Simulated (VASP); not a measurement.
# SnO2 (Pnnm) in VASP: single point with PBE

Aim: the single point of SnO2 with PBE.

Everything below comes from runs of VASP 6.6.1. Logs are shortened: lines on timing, memory, paths and dates and some standing lists are left out, and cuts for length are marked.

**1. The cell of the first run**

Symmetry: Pnnm, No. 58, orthorhombic system. Conventional cell: a = 4.443 Å, b = 4.560 Å, c = 3.113 Å, α = 90.00°, β = 90.00°, γ = 90.00°. Within 2.6 Å of Sn (site symmetry 2/m) lie 6 O at 1.98 to 2.01 Å. O (site symmetry m) has 3 Sn at 1.98 to 2.01 Å and 10 O at 2.54 to 2.87 Å within 2.9 Å.

**2. Single point, PBE**

INCAR

```
SYSTEM = SnO2
ALGO = Normal ; EDIFF = 1E-6
ENCUT = 520 ; GGA = PE
ISIF = 2 ; ISMEAR = 0
LASPH = .True. ; LCHARG = .True.
LELF = .True. ; LREAL = .False.
LVHAR = .True. ; LWAVE = .False.
NBANDS = 35 ; NELM = 100
PREC = Accurate ; SIGMA = 0.02
```

KPOINTS

```
k-points
0
Gamma
  6 6 10
  0 0 0
```

POSCAR

```
SnO2
1.0
    4.4428964576      0.0000000000      0.0000000000
    0.0000000000      4.5598556186      0.0000000000
    0.0000000000      0.0000000000      3.1130840578
Sn O
2 4
Direct
    0.5000000000      0.5000000000      0.5000000000
    0.0000000000      0.0000000000      0.0000000000
    0.2564206522      0.3541197801      0.0000000000
    0.7564206522      0.1458802199      0.5000000000
    0.2435793478      0.8541197801      0.5000000000
    0.7435793478      0.6458802199      0.0000000000
```

Potentials or basis: VASP PAW PBE potentials, release 64 (Sn_d, O).

Run with:

```sh
> cat potpaw_PBE.64/Sn_d/POTCAR potpaw_PBE.64/O/POTCAR > POTCAR
> mpirun -np 1 vasp_std > vasp.out
```

OUTCAR:

```text
SYSTEM = SnO2
   EDIFF = 1E-6
   ENCUT = 520
   GGA = PE
   ISIF = 2
   ISMEAR = 0
   LASPH = .True.
   LREAL = .False.
   NELM = 100
   PREC = Accurate

 ion  position               nearest neighbor table
   1  0.500  0.500  0.500-   4 1.98   5 1.98   3 2.01   6 2.01   3 2.01   6 2.01   2 3.54   2 3.54
                             2 3.54   2 3.54   2 3.54   2 3.54   2 3.54   2 3.54
   2  0.000  0.000  0.000-   3 1.98   6 1.98   5 2.01   4 2.01   4 2.01   5 2.01   1 3.54   1 3.54
                             1 3.54   1 3.54   1 3.54   1 3.54   1 3.54   1 3.54
   3  0.256  0.354  0.000-   2 1.98   1 2.01   1 2.01
   4  0.756  0.146  0.500-   1 1.98   2 2.01   2 2.01
   5  0.244  0.854  0.500-   1 1.98   2 2.01   2 2.01
   6  0.744  0.646  0.000-   2 1.98   1 2.01   1 2.01

  LATTYP: Found a simple orthorhombic cell.
 ALAT       =     3.1130840578
 B/A-ratio  =     1.4271688060
 C/A-ratio  =     1.4647389964

  Lattice vectors:

 A1 = (   0.0000000000,   0.0000000000,   3.1130840578)
 A2 = (   4.4428964576,   0.0000000000,   0.0000000000)
 A3 = (   0.0000000000,   4.5598556186,   0.0000000000)

Analysis of symmetry for initial positions (statically):
=====================================================================
 Subroutine PRICEL returns:
 Original cell was already a primitive cell.

 Routine SETGRP: Setting up the symmetry group for a
 simple orthorhombic supercell.

 Subroutine GETGRP returns: Found  8 space group operations
 (whereof  4 operations were pure point group operations)
 out of a pool of  8 trial point group operations.

The static configuration has the point symmetry C_2h.
 The point group associated with its full space group is D_2h.

Analysis of symmetry for dynamics (positions and initial velocities):
=====================================================================
 Subroutine PRICEL returns:
 Original cell was already a primitive cell.

 Routine SETGRP: Setting up the symmetry group for a
 simple orthorhombic supercell.

 Subroutine GETGRP returns: Found  8 space group operations
 (whereof  4 operations were pure point group operations)
 out of a pool of  8 trial point group operations.

The dynamic configuration has the point symmetry C_2h.
 The point group associated with its full space group is D_2h.

 Subroutine INISYM returns: Found  8 space group operations
 (whereof  4 operations are pure point group operations),
 and found     1 'primitive' translations

----------------------------------------------------------------------------------------

                                     Primitive cell

  volume of cell :      63.0679

  direct lattice vectors                    reciprocal lattice vectors
     4.442896458  0.000000000  0.000000000     0.225078394  0.000000000  0.000000000
     0.000000000  4.559855619  0.000000000     0.000000000  0.219305189  0.000000000
     0.000000000  0.000000000  3.113084058     0.000000000  0.000000000  0.321224863

  length of vectors
     4.442896458  4.559855619  3.113084058     0.225078394  0.219305189  0.321224863

  position of ions in fractional coordinates (direct lattice)
     0.500000000  0.500000000  0.500000000
     0.000000000  0.000000000  0.000000000
     0.256420652  0.354119780  0.000000000
     0.756420652  0.145880220  0.500000000
     0.243579348  0.854119780  0.500000000
     0.743579348  0.645880220  0.000000000

  ion indices of the primitive-cell ions
   primitive index   ion index
                 1           1
                 2           2
                 3           3
                 4           4
                 5           5
                 6           6

----------------------------------------------------------------------------------------

 KPOINTS: k-points

Automatic generation of k-mesh.
 Grid dimensions read from file:
 generate k-points for:    6    6   10

 Generating k-lattice:

  Cartesian coordinates                     Fractional coordinates (reciprocal lattice)
     0.037513066  0.000000000  0.000000000     0.166666667  0.000000000  0.000000000
     0.000000000  0.036550865  0.000000000     0.000000000  0.166666667  0.000000000
     0.000000000  0.000000000  0.032122486     0.000000000  0.000000000  0.100000000

  Length of vectors
     0.037513066  0.036550865  0.032122486

  Shift w.r.t. Gamma in fractional coordinates (k-lattice)
     0.000000000  0.000000000  0.000000000

 Subroutine IBZKPT returns following result:
 ===========================================

 Found     96 irreducible k-points:

 Following reciprocal coordinates:
            Coordinates               Weight
  0.000000  0.000000  0.000000      1.000000
  0.166667  0.000000  0.000000      2.000000
  0.333333  0.000000  0.000000      2.000000
  0.500000  0.000000  0.000000      1.000000
  0.000000  0.166667  0.000000      2.000000
  0.166667  0.166667  0.000000      4.000000
[... 16 lines left out ...]
  0.333333  0.166667  0.100000      8.000000
  0.500000  0.166667  0.100000      4.000000
 [... further k-points ...]
   k-points           NKPTS =     96   k-points in BZ     NKDIM =     96   number of bands    NBANDS=     35
   number of dos      NEDOS =    301   number of ions     NIONS =      6
   total plane-waves  NPLWV =  31104
   dimension x,y,z NGX =    36 NGY =   36 NGZ =   24
   dimension x,y,z NGXF=    72 NGYF=   72 NGZF=   48
   ions per type =               2   4
   NGX,Y,Z   is equivalent  to a cutoff of  13.47, 13.13, 12.82 a.u.
   NGXF,Y,Z  is equivalent  to a cutoff of  26.94, 26.25, 25.63 a.u.
 SYSTEM =  SnO2
   PREC   = accura    normal or accurate (medium, high low for compatibility)
   ISTART =      0    job   : 0-new  1-cont  2-samecut
   ICHARG =      2    charge: 1-file 2-atom 10-const
   ISPIN  =      1    spin polarized calculation?
   LNONCOLLINEAR =      F non collinear calculations
   LSORBIT =      F    spin-orbit coupling
   LASPH  =      T    aspherical Exc in radial PAW
   ENCUT  =  520.0 eV  38.22 Ry    6.18 a.u.   8.26  8.48  5.79*2*pi/ulx,y,z
   NELM   =    100;   NELMIN=  2; NELMDL= -5     # of ELM steps
   EDIFF  = 0.1E-05   stopping-criterion for ELM
   LREAL  =      F    real-space projection
   EDIFFG = 0.1E-04   stopping-criterion for IOM
   NSW    =      0    number of steps for IOM
   IBRION =     -1    ionic relax: 0-MD 1-quasi-New 2-CG
   NFREE  =      0    steps in history (QN), initial steepest desc. (CG)
   ISIF   =      2    stress and relaxation
   ISYM   =      2    0-nonsym 1-usesym 2-fastsym
   POTIM  = 0.5000    time-step for ionic-motion
   TEBEG  =    0.0;   TEEND  =   0.0 temperature during run
   PSTRESS=    0.0 pullay stress
   NELECT =      52.0000    total number of electrons
   NUPDOWN=      -1.0000    fix difference up-down
   EMIN   =  10.00;   EMAX   =-10.00  energy-range for DOS
   EFERMI =   0.00;   METHOD = LEGACY
   ISMEAR =     0;   SIGMA  =   0.02  broadening in eV -4-tet -1-fermi 0-gaus
   EFERMI_NEDOS =   21; number of points for ismear=-14 and -15
   IALGO  =     38    algorithm
   IMIX   =      4    mixing-type and parameters
     AMIX     =   0.40;   BMIX     =  1.00
     AMIX_MAG =   1.60;   BMIX_MAG =  1.00
  volume/ion in A,a.u.               =      10.51        70.93
  Fermi-wavevector in a.u.,A,eV,Ry     =   1.535111  2.900940 32.063041  2.356567
  Thomas-Fermi vector in A             =   2.641945
   LORBIT       =      0    0 simple, 1 ext, 2 COOP (PROOUT), +10 PAW based schemes
   GGA     = PE    functional components
   LHFCALC =     F    Hartree Fock is set to
   AEXX    =    0.0000 exact exchange contribution
   IVDW    =     0    specifies the selected vdW correction
   LEPSILON=     F    determine dielectric tensor
   LRPA    =     F    only Hartree local field effects (RPA)
 non-spin polarized calculation
 Gauss-broadening in eV      SIGMA  =   0.02
  energy-cutoff  :      520.00
  volume of cell :       63.07
 maximum number of plane-waves:      1718
 NGX is ok and might be reduce to    36
   NGX = 17   NGY = 17   NGZ = 11

 number of electron      52.0000002 magnetization

 Free energy of the ion-electron system (eV)
  ---------------------------------------------------
  ext. energy  EPLUGINS =         0.00000000
  ---------------------------------------------------
  free energy    TOTEN  =       -35.87261497 eV

  energy without entropy =      -35.87261497  energy(sigma->0) =      -35.87261497

 E-fermi :   7.5120     XC(G=0): -12.0075

 val. band max:        7.4218407316   @ k =   0.5000   0.0000   0.0000
 cond. band min:      10.2337852128   @ k =   0.0000   0.0000   0.0000
 fundamental gap:      2.8119444812
 Fermi energy:         7.5119527556

 k-point     1 :       0.0000    0.0000    0.0000
  band No.  band energies     occupation
      1     -13.5571      2.00000
      2     -12.5743      2.00000
      3     -12.1327      2.00000
      4     -12.0905      2.00000
      5     -12.0668      2.00000
      6     -12.0375      2.00000
[... 27 lines left out ...]
     34      20.7164      0.00000
     35      21.7284      0.00000

 k-point     2 :       0.1667    0.0000    0.0000
  band No.  band energies     occupation
      1     -13.4980      2.00000
      2     -12.5730      2.00000
      3     -12.2095      2.00000
      4     -12.0935      2.00000
      5     -12.0622      2.00000
      6     -12.0361      2.00000
[... 27 lines left out ...]
     34      20.7866      0.00000
     35      21.8160      0.00000

 k-point     3 :       0.3333    0.0000    0.0000
  band No.  band energies     occupation
      1     -13.3257      2.00000
      2     -12.7499      2.00000
      3     -12.2167      2.00000
      4     -12.1072      2.00000
      5     -12.0511      2.00000
      6     -12.0350      2.00000
[... 27 lines left out ...]
     34      21.1841      0.00000
     35      22.4430      0.00000

 k-point     4 :       0.5000    0.0000    0.0000
  band No.  band energies     occupation
      1     -13.0582      2.00000
      2     -13.0582      2.00000
      3     -12.1458      2.00000
      4     -12.1458      2.00000
      5     -12.0399      2.00000
      6     -12.0399      2.00000
[... 27 lines left out ...]
     34      21.2064      0.00000
     35      22.2087      0.00000

 k-point     5 :       0.0000    0.1667    0.0000
  band No.  band energies     occupation
      1     -13.5010      2.00000
      2     -12.5893      2.00000
      3     -12.1927      2.00000
      4     -12.0949      2.00000
      5     -12.0615      2.00000
      6     -12.0359      2.00000
[... 638 lines left out ...]
 k-point    22 :       0.1667    0.1667    0.1000
  band No.  band energies     occupation
      1     -13.4061      2.00000
      2     -12.5738      2.00000
      3     -12.3565      2.00000
      4     -12.2066      2.00000
      5     -12.0633      2.00000
      6     -11.9999      2.00000
[... 27 lines left out ...]
     34      20.7738      0.00000
     35      21.8933      0.00000

 k-point    23 :       0.3333    0.1667    0.1000
  band No.  band energies     occupation
      1     -13.2799      2.00000
      2     -12.8132      2.00000
      3     -12.3142      2.00000
      4     -12.2236      2.00000
      5     -12.0423      2.00000
      6     -11.9903      2.00000
[... 27 lines left out ...]
     34      20.9923      0.00000
     35      21.8448      0.00000

 k-point    24 :       0.5000    0.1667    0.1000
  band No.  band energies     occupation
      1     -13.0734      2.00000
      2     -13.0734      2.00000
      3     -12.2623      2.00000
      4     -12.2623      2.00000
      5     -12.0120      2.00000
      6     -12.0120      2.00000
[... 27 lines left out ...]
     34      21.1236      0.00000
     35      21.9164      0.00000

 [... further k-points ...]
[... 5 lines left out ...]
  --------------------------------------------------------------------------------------
  -------------------------------------------------------------------------------------
  Total       16.0308949     16.0125693     16.1835729      0.0000000      0.0000000      0.0000000
  in kB      407.2491789    406.7836363    411.1278160      0.0000000      0.0000000      0.0000000
  external PRESSURE =     408.3868771 kB  Pullay stress =       0.0000000 kB

 VOLUME and BASIS-vectors are now :
 -----------------------------------------------------------------------------
  energy-cutoff  :      520.00
  volume of cell :       63.07
      direct lattice vectors                 reciprocal lattice vectors
     4.442896458  0.000000000  0.000000000     0.225078394  0.000000000  0.000000000
     0.000000000  4.559855619  0.000000000     0.000000000  0.219305189  0.000000000
     0.000000000  0.000000000  3.113084058     0.000000000  0.000000000  0.321224863

 POSITION                                       TOTAL-FORCE (eV/Angst)
 -----------------------------------------------------------------------------------
      2.22145      2.27993      1.55654         0.000000      0.000000      0.000000
      0.00000      0.00000      0.00000         0.000000      0.000000      0.000000
      1.13925      1.61474      0.00000        -0.025331     -0.002069     -0.000000
      3.36070      0.66519      1.55654        -0.025331      0.002069     -0.000000
      1.08220      3.89466      1.55654         0.025331     -0.002069      0.000000
      3.30365      2.94512      0.00000         0.025331      0.002069      0.000000
 -----------------------------------------------------------------------------------
    total drift:                               -0.000000      0.000000      0.000000

  FREE ENERGIE OF THE ION-ELECTRON SYSTEM (eV)
  ---------------------------------------------------
  free  energy   TOTEN  =       -35.8726149661 eV

  energy  without entropy=      -35.8726149661  energy(sigma->0) =      -35.87261497
```

Run time: 3 min. Hardware: 1 thread of Intel Xeon 8259CL, shared host; peak memory 0.29 GiB.

Results:

* Free energy: -35.8726 eV
* Pressure: 40.8 GPa
* Largest force: 0.025 eV/Å
* Band gap on the k mesh: 2.81 eV (least direct gap 2.96 eV)

Forces on the atoms (eV/Å):
```
Sn   0.000  0.000  0.000
Sn   0.000  0.000  0.000
O   -0.025 -0.002  0.000
O   -0.025  0.002  0.000
O    0.025 -0.002  0.000
O    0.025  0.002  0.000
```

Stress tensor (GPa, compression positive):
```
40.72  0.00  0.00
 0.00 40.68  0.00
 0.00  0.00 41.11
```

Caveat: the cell stands under pressure; spin-orbit coupling is left out, which moves the levels of the heavy elements. A k mesh can miss the band edges.
